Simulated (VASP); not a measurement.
Na3TlC, 5 atoms in the cell. The structure is tetragonal, space group P4mm (No. 99). The conventional cell has a = 3.972 Å, b = 3.972 Å, c = 9.089 Å, α = 90.00°, β = 90.00°, γ = 90.00°. Na (site symmetry 2mm) has 2 C at 2.54 Å and 4 Na at 2.81 Å and 2 Tl at 3.28 Å within 3.3 Å. Na (site symmetry 4mm) has 1 Tl at 3.15 Å and 8 Na at 3.88 to 3.97 Å within 4.1 Å. Within 4.0 Å of Tl (site symmetry 4mm) lie 4 C at 2.99 Å and 5 Na at 3.15 to 3.28 Å and 4 Tl at 3.97 Å. C (site symmetry 4mm) has 4 Na at 2.54 Å and 4 Tl at 2.99 Å within 3.3 Å. The cell was generated, and may not be a known phase.

| Item | Value |
| --- | --- |
| Program | VASP 6.6.1 |
| Task | relaxation of cell and atoms |
| Functional | PBE |
| Potentials or basis | VASP PAW PBE potentials, release 64 (Na_pv, Tl_d, C) |
| Cutoff | 600 eV |
| k mesh | 10 × 10 × 4 |
| Occupations | gaussian, width 0.1 eV |
| Spin | no spin polarisation |
| Dipole correction | no |
| Further INCAR settings | ALGO = Normal; EDIFF = 1e-06; IBRION = 2; EDIFFG = -0.01; NSW = 100; ISIF = 3 |

Potentials or basis: VASP PAW PBE potentials, release 64 (Na_pv, Tl_d, C).

Launch:

```sh
$ cat potpaw_PBE.64/Na_pv/POTCAR potpaw_PBE.64/Tl_d/POTCAR potpaw_PBE.64/C/POTCAR > POTCAR
$ mpirun -np 1 vasp_std > vasp.out
```

Hardware: 1 thread of Intel(R) Xeon(R) Platinum 8259CL CPU @ 2.50GHz (Skylake/Cascade Lake) (shared host).

Task: Estimate the wall time of this run.

Result: It took 10 min on 1 thread of Intel(R) Xeon(R) Platinum 8259CL CPU @ 2.50GHz (Skylake/Cascade Lake), with other jobs on the host, peak memory 0.46 GiB. Counts: scf iterations 48, k points 63, ion steps 6.
